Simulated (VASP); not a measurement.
AlN: single point with PBEsol

AlN:

```
Al N
1.0
    -0.05383    1.99572    1.99572
     1.99572   -0.05383    1.99572
     1.99572    1.99572   -0.05383
Al N
1 1
Direct
  0.50000 0.50000 0.50000
  0.00000 0.00000 0.00000
```

```
Program             : VASP 6.6.1
Task                : single point
Functional          : PBEsol
Potentials or basis : VASP PAW PBE potentials, release 64 (Al, N)
Cutoff              : 520 eV
k mesh              : 10 × 10 × 10
Occupations         : gaussian, width 0.05 eV
Spin                : no spin polarisation
```

The pressure is 0.2 GPa and the band gap on the k mesh is 3.96 eV, indirect (least direct gap 5.23 eV).

Stress tensor (GPa, compression positive):
```
0.16 7.98 7.98
7.98 0.16 7.98
7.98 7.98 0.16
```

Levels at points of the mesh, in eV from the valence-band top:
```tsv
k point	band 1	band 2	band 3	band 4	band 5	band 6	band 7	band 8
(0.00, 0.00, 0.00)	-17.90	-0.53	-0.53	0.00	5.23	11.25	11.25	12.60
(0.50, 0.00, 0.00)	-14.67	-8.81	-1.52	-1.17	5.81	10.52	11.06	12.70
(0.50, 0.50, 0.00)	-13.60	-7.80	-3.45	-2.88	3.96	5.02	13.50	16.63
(0.50, 0.50, 0.50)	-14.38	-8.43	-1.72	-1.72	5.15	9.92	9.92	13.25
```

It took 15 s on 1 thread of Intel Xeon 6975P-C, on a shared host, peak memory 0.15 GiB.

Caveat: the PAW data sets were made with another functional, which shifts forces and pressure a little. As with any semilocal functional, this PBEsol gap is likely too small.
